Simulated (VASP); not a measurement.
# PmSe (F-43m) in VASP: density of states with PBEsol

Aim: the density of states of PmSe with PBEsol.

Everything below comes from runs of VASP 6.6.1. Logs are shortened: lines on timing, memory, paths and dates and some standing lists are left out, and cuts for length are marked.

## (1) The cell of the first run

The structure is cubic, space group F-43m (No. 216). The conventional cell has a = 6.635 Å, b = 6.635 Å, c = 6.635 Å, α = 90.00°, β = 90.00°, γ = 90.00°. Within 3.8 Å of Pm (site symmetry -43m) lie 4 Se at 2.87 Å. Se (site symmetry -43m) has 4 Pm at 2.87 Å within 3.8 Å.

## (2) Density of states, PBEsol, collinear spin, ferromagnetic start

File POSCAR:

```
PmSe
1.0
    0.0000000000      3.3176278614      3.3176278614
    3.3176278614      0.0000000000      3.3176278614
    3.3176278614      3.3176278614      0.0000000000
Pm Se
1 1
Direct
    0.0000000000      0.0000000000      0.0000000000
    0.2500000000      0.2500000000      0.2500000000
```

File INCAR.step1:

```
SYSTEM = PmSe
PREC = Accurate ; ENCUT = 520
EDIFF = 1E-7 ; ISMEAR = 0
SIGMA = 0.05 ; LREAL = .FALSE.
LASPH = .TRUE. ; NELM = 150
ALGO = Normal ; ISIF = 2
LWAVE = .FALSE. ; LCHARG = .TRUE.
ISPIN = 2 ; MAGMOM = 5.05 0
LMAXMIX = 6 ; GGA = PS
NBANDS = 22
```

File KPOINTS.step1:

```
Automatic mesh
0
G
  8 8 8
  0 0 0
```

File INCAR.step2:

```
SYSTEM = PmSe
PREC = Accurate ; ENCUT = 520
EDIFF = 1E-7 ; ISMEAR = -5
SIGMA = 0.05 ; LREAL = .FALSE.
LASPH = .TRUE. ; NELM = 150
ALGO = Normal ; ISIF = 2
LWAVE = .FALSE. ; LCHARG = .FALSE.
ISPIN = 2 ; MAGMOM = 5.05 0
LORBIT = 11 ; LMAXMIX = 6
GGA = PS ; NEDOS = 1001
ICHARG = 11
```

File KPOINTS.step2:

```
Automatic mesh
0
G
  12 12 12
  0 0 0
```

Potentials or basis: VASP PAW PBE potentials, release 64 (Pm, Se).

Command:

```console
> cat potpaw_PBE.64/Pm/POTCAR potpaw_PBE.64/Se/POTCAR > POTCAR
> cp INCAR.step1 INCAR
> cp KPOINTS.step1 KPOINTS
> mpirun -np 1 vasp_std > vasp.out
> cp INCAR.step2 INCAR
> cp KPOINTS.step2 KPOINTS
> mpirun -np 1 vasp_std > vasp.out
```

OUTCAR:

```text
SYSTEM = PmSe
   PREC = Accurate
   ENCUT = 520
   EDIFF = 1E-7
   ISMEAR = -5
   LREAL = .FALSE.
   LASPH = .TRUE.
   NELM = 150
   ISIF = 2
   ISPIN = 2
   LORBIT = 11
   GGA = PS
   ICHARG = 11

 ion  position               nearest neighbor table
   1  0.000  0.000  0.000-   2 2.87   2 2.87   2 2.87   2 2.87
   2  0.250  0.250  0.250-   1 2.87   1 2.87   1 2.87   1 2.87

  LATTYP: Found a face centered cubic cell.
 ALAT       =     6.6352557228

  Lattice vectors:

 A1 = (   0.0000000000,   3.3176278614,   3.3176278614)
 A2 = (   3.3176278614,   0.0000000000,   3.3176278614)
 A3 = (   3.3176278614,   3.3176278614,   0.0000000000)

Analysis of symmetry for initial positions (statically):
=====================================================================
 Subroutine PRICEL returns:
 Original cell was already a primitive cell.

 Routine SETGRP: Setting up the symmetry group for a
 face centered cubic supercell.

 Subroutine GETGRP returns: Found 24 space group operations
 (whereof 24 operations were pure point group operations)
 out of a pool of 48 trial point group operations.

The static configuration has the point symmetry T_d .

Analysis of symmetry for dynamics (positions and initial velocities):
=====================================================================
 Subroutine PRICEL returns:
 Original cell was already a primitive cell.

 Routine SETGRP: Setting up the symmetry group for a
 face centered cubic supercell.

 Subroutine GETGRP returns: Found 24 space group operations
 (whereof 24 operations were pure point group operations)
 out of a pool of 48 trial point group operations.

The dynamic configuration has the point symmetry T_d .

Analysis of structural, dynamic, and magnetic symmetry:
=====================================================================
 Subroutine PRICEL returns:
 Original cell was already a primitive cell.

 Routine SETGRP: Setting up the symmetry group for a
 face centered cubic supercell.

 Subroutine GETGRP returns: Found 24 space group operations
 (whereof 24 operations were pure point group operations)
 out of a pool of 48 trial point group operations.

The overall configuration has the point symmetry T_d .

 Subroutine INISYM returns: Found 24 space group operations
 (whereof 24 operations are pure point group operations),
 and found     1 'primitive' translations

----------------------------------------------------------------------------------------

                                     Primitive cell

  volume of cell :      73.0320

  direct lattice vectors                    reciprocal lattice vectors
     0.000000000  3.317627861  3.317627861    -0.150710092  0.150710092  0.150710092
     3.317627861  0.000000000  3.317627861     0.150710092 -0.150710092  0.150710092
     3.317627861  3.317627861  0.000000000     0.150710092  0.150710092 -0.150710092

  length of vectors
     4.691834316  4.691834316  4.691834316     0.261037536  0.261037536  0.261037536

  position of ions in fractional coordinates (direct lattice)
     0.000000000  0.000000000  0.000000000
     0.250000000  0.250000000  0.250000000

  ion indices of the primitive-cell ions
   primitive index   ion index
                 1           1
                 2           2

----------------------------------------------------------------------------------------

 KPOINTS: Automatic mesh

Automatic generation of k-mesh.
 Grid dimensions read from file:
 generate k-points for:   12   12   12

 Generating k-lattice:

  Cartesian coordinates                     Fractional coordinates (reciprocal lattice)
    -0.012559174  0.012559174  0.012559174     0.083333333  0.000000000  0.000000000
     0.012559174 -0.012559174  0.012559174     0.000000000  0.083333333  0.000000000
     0.012559174  0.012559174 -0.012559174     0.000000000  0.000000000  0.083333333

  Length of vectors
     0.021753128  0.021753128  0.021753128

  Shift w.r.t. Gamma in fractional coordinates (k-lattice)
     0.000000000  0.000000000  0.000000000

 TETIRR: Found    247 inequivalent tetrahedra from    10368

 Subroutine IBZKPT returns following result:
 ===========================================

 Found     72 irreducible k-points:

 Following reciprocal coordinates:
            Coordinates               Weight
  0.000000  0.000000  0.000000      1.000000
  0.083333  0.000000  0.000000      8.000000
  0.166667  0.000000  0.000000      8.000000
  0.250000  0.000000  0.000000      8.000000
  0.333333  0.000000  0.000000      8.000000
  0.416667  0.000000  0.000000      8.000000
[... 16 lines left out ...]
  0.500000  0.166667  0.000000     24.000000
 -0.416667  0.166667  0.000000     24.000000
 [... further k-points ...]
   k-points           NKPTS =     72   k-points in BZ     NKDIM =     72   number of bands    NBANDS=     17
   number of dos      NEDOS =   1001   number of ions     NIONS =      2
   total plane-waves  NPLWV =  46656
   dimension x,y,z NGX =    36 NGY =   36 NGZ =   36
   dimension x,y,z NGXF=    72 NGYF=   72 NGZF=   72
   ions per type =               1   1
   NGX,Y,Z   is equivalent  to a cutoff of  12.76, 12.76, 12.76 a.u.
   NGXF,Y,Z  is equivalent  to a cutoff of  25.51, 25.51, 25.51 a.u.
 SYSTEM =  PmSe
   PREC   = accura    normal or accurate (medium, high low for compatibility)
   ISTART =      0    job   : 0-new  1-cont  2-samecut
   ICHARG =     11    charge: 1-file 2-atom 10-const
   ISPIN  =      2    spin polarized calculation?
   LNONCOLLINEAR =      F non collinear calculations
   LSORBIT =      F    spin-orbit coupling
   LASPH  =      T    aspherical Exc in radial PAW
   ENCUT  =  520.0 eV  38.22 Ry    6.18 a.u.   8.72  8.72  8.72*2*pi/ulx,y,z
   NELM   =    150;   NELMIN=  2; NELMDL=  0     # of ELM steps
   EDIFF  = 0.1E-06   stopping-criterion for ELM
   LREAL  =      F    real-space projection
   EDIFFG = 0.1E-05   stopping-criterion for IOM
   NSW    =      0    number of steps for IOM
   IBRION =     -1    ionic relax: 0-MD 1-quasi-New 2-CG
   NFREE  =      0    steps in history (QN), initial steepest desc. (CG)
   ISIF   =      2    stress and relaxation
   ISYM   =      2    0-nonsym 1-usesym 2-fastsym
   POTIM  = 0.5000    time-step for ionic-motion
   TEBEG  =    0.0;   TEEND  =   0.0 temperature during run
   PSTRESS=    0.0 pullay stress
   NELECT =      21.0000    total number of electrons
   NUPDOWN=      -1.0000    fix difference up-down
   EMIN   =  10.00;   EMAX   =-10.00  energy-range for DOS
   EFERMI =   0.00;   METHOD = LEGACY
   ISMEAR =    -5;   SIGMA  =   0.05  broadening in eV -4-tet -1-fermi 0-gaus
   EFERMI_NEDOS =   21; number of points for ismear=-14 and -15
   IALGO  =     38    algorithm
   IMIX   =      4    mixing-type and parameters
     AMIX     =   0.40;   BMIX     =  1.00
     AMIX_MAG =   1.60;   BMIX_MAG =  1.00
  volume/ion in A,a.u.               =      36.52       246.42
  Fermi-wavevector in a.u.,A,eV,Ry     =   1.080547  2.041937 15.885910  1.167581
  Thomas-Fermi vector in A             =   2.216541
   LORBIT       =     11    0 simple, 1 ext, 2 COOP (PROOUT), +10 PAW based schemes
   GGA     = PS    functional components
   LHFCALC =     F    Hartree Fock is set to
   AEXX    =    0.0000 exact exchange contribution
   IVDW    =     0    specifies the selected vdW correction
   LEPSILON=     F    determine dielectric tensor
   LRPA    =     F    only Hartree local field effects (RPA)
 spin polarized calculation
 Fermi weights with tetrahedron method with Bloechl corrections
  energy-cutoff  :      520.00
  volume of cell :       73.03
 maximum number of plane-waves:      1992

 number of electron      20.9999997 magnetization       4.9999996

 Free energy of the ion-electron system (eV)
  ---------------------------------------------------
  ext. energy  EPLUGINS =         0.00000000
  ---------------------------------------------------
  free energy    TOTEN  =       -14.86731164 eV

  energy without entropy =      -14.86731164  energy(sigma->0) =      -14.86731164

 E-fermi :   3.8323     XC(G=0):  -8.4954

 val. band max:        3.8335583928   @ k =   0.1667   0.0000   0.0000
 cond. band min:       3.8309415319   @ k =   0.1667   0.1667   0.0000
 fundamental gap:     -0.0026168609
 Fermi energy:         3.8323134055

 spin component 1

 k-point     1 :       0.0000    0.0000    0.0000
  band No.  band energies     occupation
      1     -35.0856      1.00000
      2     -15.5699      1.00000
      3     -15.5699      1.00000
      4     -15.5699      1.00000
      5      -9.6016      1.00000
      6       0.1280      1.00000
[... 9 lines left out ...]
     16       4.4755      0.00000
     17       5.6139      0.00000

 k-point     2 :       0.0833    0.0000    0.0000
  band No.  band energies     occupation
      1     -35.0852      1.00000
      2     -15.5854      1.00000
      3     -15.5714      1.00000
      4     -15.5714      1.00000
      5      -9.5726      1.00000
      6       0.0518      1.00000
[... 9 lines left out ...]
     16       4.5544      0.00000
     17       5.5590      0.00000

 k-point     3 :       0.1667    0.0000    0.0000
  band No.  band energies     occupation
      1     -35.0841      1.00000
      2     -15.6271      1.00000
      3     -15.5756      1.00000
      4     -15.5756      1.00000
      5      -9.4946      1.00000
      6      -0.1023      1.00000
[... 392 lines left out ...]
 k-point    23 :       0.5000    0.1667    0.0000
  band No.  band energies     occupation
      1     -35.0793      1.00000
      2     -15.7779      1.00000
      3     -15.6175      1.00000
      4     -15.6009      1.00000
      5      -9.1572      1.00000
      6      -0.2119      1.00000
[... 9 lines left out ...]
     16       4.7732      0.00000
     17       5.6451      0.00000

 k-point    24 :      -0.4167    0.1667    0.0000
  band No.  band energies     occupation
      1     -35.0792      1.00000
      2     -15.7801      1.00000
      3     -15.6222      1.00000
      4     -15.5981      1.00000
      5      -9.1510      1.00000
      6      -0.1435      1.00000
[... 9 lines left out ...]
     16       4.8413      0.00000
     17       5.6735      0.00000

 [... further k-points ...]

 spin component 2

 k-point     1 :       0.0000    0.0000    0.0000
  band No.  band energies     occupation
      1     -32.9485      1.00000
      2     -13.9902      1.00000
      3     -13.9902      1.00000
      4     -13.9902      1.00000
      5      -9.6003      1.00000
      6       0.3073      1.00000
[... 9 lines left out ...]
     16       7.1457      0.00000
     17       7.1457      0.00000

 k-point     2 :       0.0833    0.0000    0.0000
  band No.  band energies     occupation
      1     -32.9480      1.00000
      2     -14.0137      1.00000
      3     -13.9921      1.00000
      4     -13.9921      1.00000
      5      -9.5646      1.00000
      6       0.2477      1.00000
[... 9 lines left out ...]
     16       7.1464      0.00000
     17       7.1472      0.00000

 k-point     3 :       0.1667    0.0000    0.0000
  band No.  band energies     occupation
      1     -32.9466      1.00000
      2     -14.0760      1.00000
      3     -13.9974      1.00000
      4     -13.9974      1.00000
      5      -9.4696      1.00000
      6       0.1241      1.00000
[... 392 lines left out ...]
 k-point    23 :       0.5000    0.1667    0.0000
  band No.  band energies     occupation
      1     -32.9402      1.00000
      2     -14.2985      1.00000
      3     -14.0510      1.00000
      4     -14.0296      1.00000
      5      -9.0697      1.00000
      6       0.0242      1.00000
[... 9 lines left out ...]
     16       7.0618      0.00000
     17       7.1674      0.00000

 k-point    24 :      -0.4167    0.1667    0.0000
  band No.  band energies     occupation
      1     -32.9401      1.00000
      2     -14.3018      1.00000
      3     -14.0570      1.00000
      4     -14.0260      1.00000
      5      -9.0624      1.00000
      6       0.0979      1.00000
[... 9 lines left out ...]
     16       7.0821      0.00000
     17       7.1877      0.00000

 [... further k-points ...]
[... 5 lines left out ...]
  --------------------------------------------------------------------------------------
  -------------------------------------------------------------------------------------
  Total       -2.5997563     -2.5997563     -2.5997563     -0.0000000     -0.0000000      0.0000000
  in kB      -57.0335261    -57.0335261    -57.0335261     -0.0000000     -0.0000000      0.0000000
  external PRESSURE =     -57.0335261 kB  Pullay stress =       0.0000000 kB

 VOLUME and BASIS-vectors are now :
 -----------------------------------------------------------------------------
  energy-cutoff  :      520.00
  volume of cell :       73.03
      direct lattice vectors                 reciprocal lattice vectors
     0.000000000  3.317627861  3.317627861    -0.150710092  0.150710092  0.150710092
     3.317627861  0.000000000  3.317627861     0.150710092 -0.150710092  0.150710092
     3.317627861  3.317627861  0.000000000     0.150710092  0.150710092 -0.150710092

 POSITION                                       TOTAL-FORCE (eV/Angst)
 -----------------------------------------------------------------------------------
      0.00000      0.00000      0.00000        -0.000000     -0.000000      0.000000
      1.65881      1.65881      1.65881         0.000000      0.000000     -0.000000
 -----------------------------------------------------------------------------------
    total drift:                                0.000000      0.000000      0.000000

  FREE ENERGIE OF THE ION-ELECTRON SYSTEM (eV)
  ---------------------------------------------------
  free  energy   TOTEN  =       -14.8673116424 eV

  energy  without entropy=      -14.8673116424  energy(sigma->0) =      -14.86731164

 total charge

# of ion       s       p       d       f       tot
--------------------------------------------------
    1        2.004   5.543   0.373   4.483  12.404
    2        1.441   2.476   0.016   0.000   3.933
--------------------------------------------------
tot          3.445   8.019   0.389   4.483  16.336

 magnetization (x)

# of ion       s       p       d       f       tot
--------------------------------------------------
    1       -0.010   0.009   0.096   4.442   4.536
    2       -0.003  -0.059   0.011   0.000  -0.052
--------------------------------------------------
tot         -0.014  -0.050   0.107   4.442   4.485
```

Run time: 4.7 min. Hardware: 1 thread of Intel Xeon Platinum 8259CL at 2.50GHz (Skylake/Cascade Lake), shared host; peak memory 0.34 GiB.

What came out:

- Net moment: 5.00 μB per cell
- Site moments: Pm +4.54; Se -0.05 μB
- Valence electrons inside the program's atomic spheres: Pm 12.40; Se 3.93

Caveat: the magnetic or orbital state may not be the lowest; the PAW data sets were made with another functional, which shifts forces and pressure a little; spin-orbit coupling is left out, which moves the levels of the heavy elements; without U or exact exchange the open f shell lies at the Fermi level, which spoils levels, moments and volumes; tetrahedron occupations give inexact forces and stress in metals. The state reached can hang on the start; a lower one may exist.
